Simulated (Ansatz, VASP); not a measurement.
**One calculation of CaSe, two programs**

```xyz
2
Lattice="0.0000 2.9560 2.9560 2.9560 0.0000 2.9560 2.9560 2.9560 0.0000" Properties=species:S:1:pos:R:3 pbc="T T T"
Ca    0.1414    0.1414    0.0000
Se    2.9560    2.9560    2.9560
```

Alike in both runs: task electric field gradients; functional PBE; k mesh 7 × 7 × 7; occupations fermi-dirac, width 0.02 eV; no spin polarisation.

|  | VASP | Ansatz |
| --- | --- | --- |
| version | VASP 6.6.1 | Ansatz 0.2.0 |
| potentials or method | VASP PAW PBE potentials, release 64 (Ca_sv, Se), cutoff 520 eV | all-electron PAW with datasets made for the crystal, scalar-relativistic |

Ansatz gave:

| Property | Result |
| --- | --- |
| gap on the k mesh at the Fermi level (eV) | 2.23 |
| pressure (GPa) | 1.9 |
| traceless stress, the component that is largest in VASP (GPa) | -0.89 |
| rms of the force components (eV/Å) | 0.370 |
| size of Vzz on the site where it differs most (V/Å²) | 3.5 |

Estimate VASP's values.

gap on the k mesh at the Fermi level (eV): 2.22; pressure (GPa): 2.1; traceless stress, the component that is largest in VASP (GPa): -0.90; rms of the force components (eV/Å): 0.376; size of Vzz on the site where it differs most (V/Å²): 3.6.

Atom by atom the forces differ by 0.006 eV/Å (rms over components). Ansatz ran all-electron here, and VASP with PAW potentials.
